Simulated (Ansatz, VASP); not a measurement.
## Zr in VASP and in Ansatz

File INCAR:

```
ALGO     = Normal         # electronic algorithm
EDIFF    = 1E-6           # SCF threshold, eV
ENCUT    = 520            # plane-wave cutoff, eV
GGA      = RE             # functional
ISIF     = 2              # what is computed and relaxed
ISMEAR   = -1             # smearing method
LASPH    = T              # aspherical terms in the spheres
LCHARG   = T              # write CHGCAR
LELF     = T              # ELF
LREAL    = F              # projectors in reciprocal space
LVHAR    = T            
LWAVE    = F              # write WAVECAR
NBANDS   = 12             # bands
NELM     = 80             # most SCF steps
PREC     = Accurate       # precision mode
SIGMA    = 0.1            # smearing width, eV
```

Contents of KPOINTS:

```
k-points
0
Gamma
  13 13 13
```

The input POSCAR:

```
Zr
1.0
    0.0000000000      2.1829684234      2.1829684234
    2.1829684234      0.0000000000      2.1829684234
    2.1829684234      2.1829684234      0.0000000000
Zr
1
Direct
    0.0000000000      0.0000000000      0.0000000000
```

Input for Ansatz:

```yaml
crystal:
  lattice:
    - [0.0, 2.1829684234, 2.1829684234]
    - [2.1829684234, 0.0, 2.1829684234]
    - [2.1829684234, 2.1829684234, 0.0]
  atoms:
    - { symbol: Zr, position: [0.0, 0.0, 0.0] }
hamiltonian:
  xc: revpbe
  pseudopotentials:
    kind: paw
    azcp:
      Zr: "pseudopotentials/Zr.paw.azcp"
basis:
  ecutwfc: 420
  fft_grid_basis: typed
kpoints:
  mp_grid: { grid: [13, 13, 13], shift: [0, 0, 0] }
magnetization:
  spin_polarized: false
scf:
  occupations: { method: fermi_dirac, width: 0.1 }
  lower_state_search: "off"
output:
  stress: true
```

Alike in both runs: task single point; functional revPBE; k mesh 13 × 13 × 13; occupations fermi-dirac, width 0.1 eV; no spin polarisation.

|  | VASP | Ansatz |
| --- | --- | --- |
| version | VASP 6.6.1 | Ansatz 0.2.0 |
| potentials or method | VASP PAW PBE potentials, release 64 (Zr_sv), cutoff 520 eV | plane waves (420 eV) with PAW, scalar-relativistic |
| valence electrons in the cell | 12 | 12 |

|  | VASP | Ansatz | Ansatz less VASP |
| --- | --- | --- | --- |
| pressure (GPa) | 13.7 | 13.7 | -0.01 |

VASP's potentials were made for PBE, not for revPBE.
